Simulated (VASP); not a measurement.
# ZnS (R3m) in VASP: further runs

The runs below take ZnS through single point, with PBE.

All numbers are computed with VASP 6.6.1; they aren't measurements. Logs are shortened: lines on timing, memory, paths and dates and some standing lists are left out, and cuts for length are marked.

**1. The cell of the first run**

Symmetry: R3m, No. 160, trigonal system. The conventional cell has a = 3.849 Å, b = 3.849 Å, c = 9.428 Å, α = 90.00°, β = 90.00°, γ = 120.00°. Zn (site symmetry 3m) has 4 S at 2.23 to 2.40 Å within 3.0 Å. Within 3.0 Å of S (site symmetry 3m) lie 4 Zn at 2.23 to 2.40 Å.

**2. Single point, PBE**

INCAR reads:

```
SYSTEM = ZnS
ALGO = Normal ; EDIFF = 1E-7
ENCUT = 520 ; GGA = PE
ISIF = 2 ; ISMEAR = 0
LASPH = .TRUE. ; LCHARG = .FALSE.
LREAL = .FALSE. ; LWAVE = .FALSE.
NBANDS = 16 ; NELM = 80
PREC = Accurate ; SIGMA = 0.05
```

KPOINTS reads:

```
k-points
0
G
  8 8 8
  0 0 0
```

POSCAR reads:

```
ZnS
1.0
    0.0000000000      2.7215639840      2.7215639840
    2.7215639840      0.0000000000      2.7215639840
    2.7215639840      2.7215639840      0.0000000000
Zn S
1 1
Direct
    0.0000000000      0.0000000000      0.0000000000
    0.7102239094      0.7632586969      0.7632586969
```

Potentials or basis: VASP PAW PBE potentials, release 64 (Zn, S).

On the command line:

```bash
$ cat potpaw_PBE.64/Zn/POTCAR potpaw_PBE.64/S/POTCAR > POTCAR
$ mpirun -np 1 vasp_std > vasp.out
```

OUTCAR:

```text
SYSTEM = ZnS
   EDIFF = 1E-7
   ENCUT = 520
   GGA = PE
   ISIF = 2
   ISMEAR = 0
   LASPH = .TRUE.
   LREAL = .FALSE.
   NELM = 80
   PREC = Accurate

 ion  position               nearest neighbor table
   1  0.000  0.000  0.000-   2 2.23   2 2.40   2 2.40   2 2.40
   2  0.710  0.763  0.763-   1 2.23   1 2.40   1 2.40   1 2.40

  LATTYP: Found a face centered cubic cell.
 ALAT       =     5.4431279680

  Lattice vectors:

 A1 = (   0.0000000000,   2.7215639840,   2.7215639840)
 A2 = (   2.7215639840,   0.0000000000,   2.7215639840)
 A3 = (   2.7215639840,   2.7215639840,   0.0000000000)

Analysis of symmetry for initial positions (statically):
=====================================================================
 Subroutine PRICEL returns:
 Original cell was already a primitive cell.

 Routine SETGRP: Setting up the symmetry group for a
 face centered cubic supercell.

 Subroutine GETGRP returns: Found  6 space group operations
 (whereof  6 operations were pure point group operations)
 out of a pool of 48 trial point group operations.

The static configuration has the point symmetry C_3v.

Analysis of symmetry for dynamics (positions and initial velocities):
=====================================================================
 Subroutine PRICEL returns:
 Original cell was already a primitive cell.

 Routine SETGRP: Setting up the symmetry group for a
 face centered cubic supercell.

 Subroutine GETGRP returns: Found  6 space group operations
 (whereof  6 operations were pure point group operations)
 out of a pool of 48 trial point group operations.

The dynamic configuration has the point symmetry C_3v.

 Subroutine INISYM returns: Found  6 space group operations
 (whereof  6 operations are pure point group operations),
 and found     1 'primitive' translations

----------------------------------------------------------------------------------------

                                     Primitive cell

  volume of cell :      40.3168

  direct lattice vectors                    reciprocal lattice vectors
     0.000000000  2.721563984  2.721563984    -0.183717893  0.183717893  0.183717893
     2.721563984  0.000000000  2.721563984     0.183717893 -0.183717893  0.183717893
     2.721563984  2.721563984  0.000000000     0.183717893  0.183717893 -0.183717893

  length of vectors
     3.848872697  3.848872697  3.848872697     0.318208724  0.318208724  0.318208724

  position of ions in fractional coordinates (direct lattice)
[... 79 lines left out ...]
   EDIFF  = 0.1E-06   stopping-criterion for ELM
   LREAL  =      F    real-space projection
   EDIFFG = 0.1E-05   stopping-criterion for IOM
   NSW    =      0    number of steps for IOM
   IBRION =     -1    ionic relax: 0-MD 1-quasi-New 2-CG
   NFREE  =      0    steps in history (QN), initial steepest desc. (CG)
   ISIF   =      2    stress and relaxation
   ISYM   =      2    0-nonsym 1-usesym 2-fastsym
   POTIM  = 0.5000    time-step for ionic-motion
   TEBEG  =    0.0;   TEEND  =   0.0 temperature during run
   PSTRESS=    0.0 pullay stress
   NELECT =      18.0000    total number of electrons
   NUPDOWN=      -1.0000    fix difference up-down
   EMIN   =  10.00;   EMAX   =-10.00  energy-range for DOS
   EFERMI =   0.00;   METHOD = LEGACY
   ISMEAR =     0;   SIGMA  =   0.05  broadening in eV -4-tet -1-fermi 0-gaus
   EFERMI_NEDOS =   21; number of points for ismear=-14 and -15
   IALGO  =     38    algorithm
   IMIX   =      4    mixing-type and parameters
     AMIX     =   0.40;   BMIX     =  1.00
     AMIX_MAG =   1.60;   BMIX_MAG =  1.00
  volume/ion in A,a.u.               =      20.16       136.04
  Fermi-wavevector in a.u.,A,eV,Ry     =   1.251230  2.364482 21.300959  1.565576
  Thomas-Fermi vector in A             =   2.385187
   LORBIT       =      0    0 simple, 1 ext, 2 COOP (PROOUT), +10 PAW based schemes
   GGA     = PE    functional components
   LHFCALC =     F    Hartree Fock is set to
   AEXX    =    0.0000 exact exchange contribution
   IVDW    =     0    specifies the selected vdW correction
   LEPSILON=     F    determine dielectric tensor
   LRPA    =     F    only Hartree local field effects (RPA)
 non-spin polarized calculation
 Gauss-broadening in eV      SIGMA  =   0.05
  energy-cutoff  :      520.00
  volume of cell :       40.32
 maximum number of plane-waves:      1106
 NGX is ok and might be reduce to    30
   NGX = 15   NGY = 15   NGZ = 15

 number of electron      18.0000009 magnetization

 Free energy of the ion-electron system (eV)
  ---------------------------------------------------
  ext. energy  EPLUGINS =         0.00000000
  ---------------------------------------------------
  free energy    TOTEN  =        -6.80123779 eV

  energy without entropy =       -6.80123779  energy(sigma->0) =       -6.80123779

 E-fermi :   2.2143     XC(G=0):  -9.5278

 val. band max:        1.9706759743   @ k =   0.0000   0.0000   0.0000
 cond. band min:       3.9367181467   @ k =   0.0000   0.0000   0.0000
 fundamental gap:      1.9660421724
 Fermi energy:         2.2142596071

 k-point     1 :       0.0000    0.0000    0.0000
  band No.  band energies     occupation
      1     -11.1015      2.00000
      2      -4.4774      2.00000
      3      -4.3307      2.00000
      4      -4.3307      2.00000
      5      -3.9048      2.00000
      6      -3.9048      2.00000
[... 433 lines left out ...]
      3      -4.2737      2.00000
      4      -4.2111      2.00000
      5      -3.9160      2.00000
      6      -3.8638      2.00000
[... 8 lines left out ...]
     15      14.3177      0.00000
     16      15.1836      0.00000

 [... further k-points ...]

------------------------ aborting loop because EDIFF is reached ----------------------------------------

  FORCE on cell =-STRESS in cart. coord.  units (eV):
  Direction    XX          YY          ZZ          XY          YZ          ZX
  --------------------------------------------------------------------------------------
  -------------------------------------------------------------------------------------
  Total        0.1911704      0.1911704      0.1911704     -0.4816573      0.4816573     -0.4816573
  in kB        7.5970601      7.5970601      7.5970601    -19.1409312     19.1409312    -19.1409312
  external PRESSURE =       7.5970601 kB  Pullay stress =       0.0000000 kB

 VOLUME and BASIS-vectors are now :
 -----------------------------------------------------------------------------
  energy-cutoff  :      520.00
  volume of cell :       40.32
      direct lattice vectors                 reciprocal lattice vectors
     0.000000000  2.721563984  2.721563984    -0.183717893  0.183717893  0.183717893
     2.721563984  0.000000000  2.721563984     0.183717893 -0.183717893  0.183717893
     2.721563984  2.721563984  0.000000000     0.183717893  0.183717893 -0.183717893

 POSITION                                       TOTAL-FORCE (eV/Angst)
 -----------------------------------------------------------------------------------
      0.00000      0.00000      0.00000         0.518108     -0.518108     -0.518108
      4.15451      4.01018      4.01018        -0.518108      0.518108      0.518108
 -----------------------------------------------------------------------------------
    total drift:                               -0.000048      0.000044      0.000044

  FREE ENERGIE OF THE ION-ELECTRON SYSTEM (eV)
  ---------------------------------------------------
  free  energy   TOTEN  =        -6.8012377940 eV

  energy  without entropy=       -6.8012377940  energy(sigma->0) =       -6.80123779
```

OSZICAR:

```text
N       E                     dE             d eps       ncg     rms          rms(c)
DAV:   1     0.899223533945E+02    0.89922E+02   -0.89148E+03  2080   0.132E+03
DAV:   2    -0.130793192917E+01   -0.91230E+02   -0.85406E+02  2344   0.261E+02
DAV:   3    -0.717748980683E+01   -0.58696E+01   -0.58449E+01  2664   0.641E+01
DAV:   4    -0.723850563699E+01   -0.61016E-01   -0.61003E-01  2496   0.682E+00
DAV:   5    -0.723923572229E+01   -0.73009E-03   -0.73007E-03  2736   0.710E-01    0.673E+00
DAV:   6    -0.682179101556E+01    0.41744E+00   -0.75547E-01  3168   0.302E+01    0.526E+00
DAV:   7    -0.680160669234E+01    0.20184E-01   -0.24984E-01  2576   0.449E+00    0.269E+00
DAV:   8    -0.680081100011E+01    0.79569E-03   -0.52027E-03  2680   0.848E-01    0.708E-01
DAV:   9    -0.680106969061E+01   -0.25869E-03   -0.12703E-03  2536   0.289E-01    0.103E-01
DAV:  10    -0.680124296279E+01   -0.17327E-03   -0.21955E-04  2584   0.128E-01    0.514E-02
DAV:  11    -0.680123692936E+01    0.60334E-05   -0.28971E-05  2424   0.715E-02    0.773E-03
DAV:  12    -0.680123776179E+01   -0.83243E-06   -0.38723E-06  2952   0.224E-02    0.507E-03
DAV:  13    -0.680123779404E+01   -0.32249E-07   -0.82075E-07  2584   0.879E-03
   1 F= -.68012378E+01 E0= -.68012378E+01  d E =-.543181E-14
```

Run time: 78 s. Hardware: 1 thread of Intel Xeon 8259CL, shared host; peak memory 0.19 GiB.

Results:

```yaml
Free_energy: -6.8012 eV
Pressure: 0.8 GPa
Largest_force: 0.897 eV/Å
Band_gap_on_the_k_mesh: 1.97 eV
```

Forces in eV/Å, atoms in the order of the input:
```
Zn   0.518 -0.518 -0.518
S   -0.518  0.518  0.518
```

Levels at points of the mesh, in eV from the valence-band top:
| k point | band 5 | band 6 | band 7 | band 8 | band 9 | band 10 | band 11 | band 12 | band 13 | band 14 |
| --- | --- | --- | --- | --- | --- | --- | --- | --- | --- | --- |
| (0.00, 0.00, 0.00) | -5.88 | -5.88 | -0.23 | 0.00 | 0.00 | 1.97 | 6.31 | 6.31 | 6.50 | 11.65 |
| (0.50, 0.00, 0.00) | -5.86 | -5.75 | -5.47 | -0.96 | -0.96 | 3.41 | 7.03 | 7.03 | 8.84 | 11.92 |
| (0.00, 0.50, 0.00) | -5.83 | -5.68 | -5.09 | -1.07 | -0.68 | 3.14 | 6.48 | 7.18 | 8.68 | 11.98 |
| (0.50, 0.50, 0.00) | -5.81 | -5.67 | -4.53 | -2.20 | -2.18 | 3.33 | 4.04 | 10.74 | 11.66 | 11.92 |

Caveat: the cell differs from its parent crystal (all S atoms moved +0.125 Å, as atom 2 towards its neighbour atom 1 (Zn) at 2.357 Å).

**3. Single point, PBE**

INCAR reads:

```
  PREC = Accurate
  ENCUT = 520
  EDIFF = 1E-7
  ISMEAR = 0
  SIGMA = 0.05
  LREAL = F
  LASPH = T
  NELM = 100
  ALGO = Normal
  ISIF = 2
  LWAVE = F
  LCHARG = F
  GGA = PE
  NBANDS = 16
```

KPOINTS reads:

```
regular mesh
0
Gamma
  8 8 8
```

Changes to POSCAR since step 2:

```diff
@@ -9,2 +9,2 @@
     0.0000000000      0.0000000000      0.0000000000
-    0.7102239094      0.7632586969      0.7632586969
+    0.7897760906      0.7367413031      0.7367413031
```

Potentials or basis: VASP PAW PBE potentials, release 64 (Zn, S).

On the command line:

```bash
$ cat potpaw_PBE.64/Zn/POTCAR potpaw_PBE.64/S/POTCAR > POTCAR
$ mpirun -np 1 vasp_std > vasp.out
```

OUTCAR:

```text
PREC = Accurate
   ENCUT = 520
   EDIFF = 1E-7
   ISMEAR = 0
   LREAL = F
   LASPH = T
   NELM = 100
   ISIF = 2
   GGA = PE

 ion  position               nearest neighbor table
   1  0.000  0.000  0.000-   2 2.32   2 2.32   2 2.32   2 2.48
   2  0.790  0.737  0.737-   1 2.32   1 2.32   1 2.32   1 2.48

  LATTYP: Found a face centered cubic cell.
 ALAT       =     5.4431279680

  Lattice vectors:

 A1 = (   0.0000000000,   2.7215639840,   2.7215639840)
[... 643 lines left out ...]
------------------------ aborting loop because EDIFF is reached ----------------------------------------

  FORCE on cell =-STRESS in cart. coord.  units (eV):
  Direction    XX          YY          ZZ          XY          YZ          ZX
  --------------------------------------------------------------------------------------
  -------------------------------------------------------------------------------------
  Total        0.1466577      0.1466577      0.1466577      0.2702265     -0.2702265      0.2702265
  in kB        5.8281370      5.8281370      5.8281370     10.7387308    -10.7387308     10.7387308
  external PRESSURE =       5.8281370 kB  Pullay stress =       0.0000000 kB

 VOLUME and BASIS-vectors are now :
 -----------------------------------------------------------------------------
  energy-cutoff  :      520.00
  volume of cell :       40.32
      direct lattice vectors                 reciprocal lattice vectors
     0.000000000  2.721563984  2.721563984    -0.183717893  0.183717893  0.183717893
     2.721563984  0.000000000  2.721563984     0.183717893 -0.183717893  0.183717893
     2.721563984  2.721563984  0.000000000     0.183717893  0.183717893 -0.183717893

 POSITION                                       TOTAL-FORCE (eV/Angst)
 -----------------------------------------------------------------------------------
      0.00000      0.00000      0.00000        -0.291343      0.291343      0.291343
      4.01018      4.15451      4.15451         0.291343     -0.291343     -0.291343
 -----------------------------------------------------------------------------------
    total drift:                                0.000021     -0.000022     -0.000022

  FREE ENERGIE OF THE ION-ELECTRON SYSTEM (eV)
  ---------------------------------------------------
  free  energy   TOTEN  =        -6.8174933931 eV

  energy  without entropy=       -6.8174933931  energy(sigma->0) =       -6.81749339
```

stdout:

```text
POSCAR found type information on POSCAR ZnS
 POSCAR found :  2 types and       2 ions
 scaLAPACK will be used
 LDA part: xc-table for (Slater+PW92), standard interpolation
 POSCAR, INCAR and KPOINTS ok, starting setup
 FFT: planning ... GRIDC
 FFT: planning ... GRID_SOFT
 FFT: planning ... GRID
 WAVECAR not read
 entering main loop
```

Wall time 82 s (1 thread of Intel Xeon 8259CL, shared host); peak memory 0.19 GiB.

Results:

```yaml
Free_energy: -6.8175 eV
Pressure: 0.6 GPa
Largest_force: 0.505 eV/Å
Band_gap_on_the_k_mesh: 1.94 eV
```

Forces in eV/Å, atoms in the order of the input:
```
Zn  -0.291  0.291  0.291
S    0.291 -0.291 -0.291
```

Caveat: the cell differs from its parent crystal (all S atoms moved -0.125 Å, as atom 2 towards its neighbour atom 1 (Zn) at 2.357 Å).
